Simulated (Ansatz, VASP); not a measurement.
**Zr: VASP and Ansatz over several settings**

```
Zr
1.0
     3.21031    0.00000    0.00000
    -1.60515    2.78021    0.00000
     0.00000    0.00000    5.11246
Zr
2
Cartesian
  1.6052 0.9267 3.8343
  0.0000 1.8535 1.2781
```

Single points on this cell with VASP 6.6.1 and Ansatz 0.2.0. Each row is one pair of runs. Alike in all rows: spin: off; k mesh: 9 × 9 × 5; smearing: fermi-dirac, width 0.05 eV.

```tsv
level	VASP's potentials, cutoff	Ansatz's potentials, cutoff	gap on the k mesh at the Fermi level (eV), VASP	gap on the k mesh at the Fermi level (eV), Ansatz	pressure (GPa), VASP	pressure (GPa), Ansatz
LDA	VASP PAW LDA potentials, release 64 (Zr_sv), 520 eV	Ansatz PAW, 420 eV	?	none	?	-4.3
r2SCAN	VASP PAW PBE potentials, release 64 (Zr_sv), 520 eV	Ansatz PAW, 500 eV	none	none	2.9	3.0
RPBE+D4	VASP PAW PBE potentials, release 64 (Zr_sv), 500 eV	Ansatz PAW, 420 eV	none	none	2.4	2.4
```

Question: Fill in what VASP gave in row 1.

Answer: gap on the k mesh at the Fermi level (eV): none; pressure (GPa): -4.2.

A gap of «none» marks a metal or a gap that the smearing closes.
